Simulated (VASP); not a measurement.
A run of VASP 6.6.1 is set up as follows.

INCAR

```
SYSTEM = SiNi2
ALGO = Fast
EDIFF = 1E-6
ENCUT = 520
GGA = PS
ISIF = 2
ISMEAR = 0
LASPH = .True.
LCHARG = .False.
LREAL = .False.
LWAVE = .False.
NBANDS = 33
NELM = 80
PREC = Accurate
SIGMA = 0.15
```

Contents of KPOINTS:

```
k-points
0
Gamma
  12 12 10
  0 0 0
```

Contents of POSCAR:

```
SiNi2
1.0
    3.8684636248      0.0000000000      0.0000000000
   -1.9342318124      3.3501877727      0.0000000000
    0.0000000000      0.0000000000      4.9169852794
Si Ni
2 4
Direct
    0.3333333333      0.6666666667      0.7636026407
    0.6666666667      0.3333333333      0.2363973593
    0.0000000000      0.0000000000      0.0000000000
    0.0000000000      0.0000000000      0.5000000000
    0.3333333333      0.6666666667      0.2652532488
    0.6666666667      0.3333333333      0.7347467512
```

Potentials or basis: VASP PAW PBE potentials, release 64 (Si, Ni).

Launch:

```sh
$ cat potpaw_PBE.64/Si/POTCAR potpaw_PBE.64/Ni/POTCAR > POTCAR
$ mpirun -np 1 vasp_std > vasp.out
```

(1) Estimate the band gap on the k mesh.

(2) Predict the largest force.

(3) What does it give for the pressure?

Results:

(1) zero (bands 24 and 25 overlap by 3.24 eV).

(2) 0.229 eV/Å.

(3) 0.2 GPa.

Caveat: the cell differs from its parent crystal (atoms displaced along a vibrational mode); the PAW data sets were made with another functional, which shifts forces and pressure a little.
